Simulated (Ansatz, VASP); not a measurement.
**Two plane-wave programs on SiNi2**

The input INCAR:

```
PREC = Accurate ; ENCUT = 520
EDIFF = 1E-6 ; ISMEAR = 0
SIGMA = 0.15 ; LREAL = F
LASPH = T ; NELM = 60
ALGO = Fast ; ISIF = 2
LWAVE = F ; LCHARG = F
GGA = PS ; NBANDS = 33
```

File KPOINTS:

```
Automatic mesh
0
Gamma
  12 12 10
```

File POSCAR:

```
SiNi2
1.0
    3.8684636248      0.0000000000      0.0000000000
   -1.9342318124      3.3501877727      0.0000000000
    0.0000000000      0.0000000000      5.0644948378
Si Ni
2 4
Direct
    0.3333333333      0.6666666667      0.7500000000
    0.6666666667      0.3333333333      0.2500000000
    0.0000000000      0.0000000000      0.0000000000
    0.0000000000      0.0000000000      0.5000000000
    0.3333333333      0.6666666667      0.2500000000
    0.6666666667      0.3333333333      0.7500000000
```

Input for Ansatz:

```yaml
crystal:
  lattice:
    - [3.8684636248, 0.0, 0.0]
    - [-1.9342318124, 3.3501877727, 0.0]
    - [0.0, 0.0, 5.0644948378]
  atoms:
    - { symbol: Si, position: [0.3333333333, 0.6666666667, 0.75] }
    - { symbol: Si, position: [0.6666666667, 0.3333333333, 0.25] }
    - { symbol: Ni, position: [0.0, 0.0, 0.0] }
    - { symbol: Ni, position: [0.0, 0.0, 0.5] }
    - { symbol: Ni, position: [0.3333333333, 0.6666666667, 0.25] }
    - { symbol: Ni, position: [0.6666666667, 0.3333333333, 0.75] }
basis:
  ecutwfc: 420
kpoints:
  mp_grid: { grid: [12, 12, 10] }
hamiltonian:
  xc: pbesol
scf:
  occupations: { method: gaussian, width: 0.15 }
output:
  forces: true
  stress: true
  eigenvalues: true
```

Change from the starting cell: strain +0.000 along x and y, +0.030 along z, atoms carried along.

Alike in both runs: task single point; functional PBEsol; k mesh 12 × 12 × 10; occupations gaussian, width 0.15 eV; no spin polarisation.

```csv
,VASP,Ansatz
version,VASP 6.6.1,Ansatz 0.2.0
potentials or method,"VASP PAW PBE potentials, release 64 (Si, Ni), cutoff 520 eV","scalar-relativistic, plane waves, PAW"
valence electrons in the cell,48,80
```

```tsv
	VASP	Ansatz	Ansatz less VASP
gap on the k mesh at the Fermi level (eV)	none	none	-
pressure (GPa)	-5.1	-5.4	-0.37
traceless stress, the component that is largest in VASP (GPa)	-4.16	-4.00	+0.156
```

VASP's potentials were made for PBE, not for PBEsol. A gap of «none» marks a metal or a gap that the smearing closes. VASP's potentials hold 48 valence electrons a cell and Ansatz's 80, so a difference there can come from the potentials and not from the codes.
